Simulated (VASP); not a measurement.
LiH, 2 atoms in the cell. Symmetry: Fm-3m, No. 225, cubic system. The conventional cell has a = 4.007 Å, b = 4.007 Å, c = 4.007 Å, α = 90.00°, β = 90.00°, γ = 90.00°. Within 2.7 Å of Li (site symmetry m-3m) lie 6 H at 2.00 Å. Within 2.7 Å of H (site symmetry m-3m) lie 6 Li at 2.00 Å. 

```yaml
Program: VASP 6.6.1
Task: G0W0 quasiparticle levels
Functional: PBE
Potentials_or_basis: VASP PAW PBE potentials, release 64 (Li_GW, H_GW)
Cutoff: 500 eV
k_mesh: 6 × 6 × 6
Occupations: gaussian, width 0.01 eV
Spin: no spin polarisation
Dipole_correction: no
GW_scheme: G0W0
GW_iterations: 1
Cutoff_of_the_response_function: 200
Frequency_points: 96
Empty_bands: 119
Further_INCAR_settings: ALGO = EVGW0; EDIFF = 1e-08; NBANDS = 120
```

Potentials or basis: VASP PAW PBE potentials, release 64 (Li_GW, H_GW).

Command:

```sh
$ cat potpaw_PBE.64/Li_GW/POTCAR potpaw_PBE.64/H_GW/POTCAR > POTCAR
$ cp INCAR.step1 INCAR
$ mpirun -np 1 vasp_std > vasp.out
$ cp INCAR.step2 INCAR
$ mpirun -np 1 vasp_std > vasp.out
$ cp INCAR.step3 INCAR
$ mpirun -np 1 vasp_std > vasp.out
```

Hardware: 1 thread of Intel(R) Xeon(R) 6975P-C (Granite Rapids), on a shared host.

How long does it take, and how much memory?

Wall time 80 s on 1 thread of Intel(R) Xeon(R) 6975P-C (Granite Rapids), with other jobs on the host, peak memory 0.41 GiB. Counts: k points 16.
